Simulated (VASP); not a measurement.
Here is a VASP 6.6.1 calculation.

File INCAR:

```
PREC = Accurate ; ENCUT = 500
EDIFF = 1E-6 ; ISMEAR = -1
SIGMA = 0.02 ; LREAL = F
LASPH = T ; NELM = 120
ALGO = Normal ; ISIF = 2
LWAVE = F ; LCHARG = T
GGA = PE ; LELF = T
LVHAR = T ; NBANDS = 17
GGA_COMPAT = F
```

Contents of KPOINTS:

```
Automatic mesh
0
Gamma
  6 6 6
```

POSCAR

```
SnSe
1.0
    3.6653564515      0.0000000000      0.0000000000
    0.0000000000      3.6653564515      0.0000000000
    0.0000000000      0.0000000000      3.6653564515
Sn Se
1 1
Direct
    0.0000000000      0.0000000000      0.0000000000
    0.5000000000      0.5000000000      0.5000000000
```

Potentials or basis: VASP PAW PBE potentials, release 64 (Sn_d, Se).

Command:

```sh
$ cat potpaw_PBE.64/Sn_d/POTCAR potpaw_PBE.64/Se/POTCAR > POTCAR
$ mpirun -np 1 vasp_std > vasp.out
```

(1) Predict the band gap on the k mesh.

(2) Predict the pressure.

Answers

(1) zero (band 10 reaches 6.69 eV, above the bottom of band 11 at 5.24 eV).

(2) 0.8 GPa.

Caveat: spin-orbit coupling is left out, which moves the levels of the heavy elements.
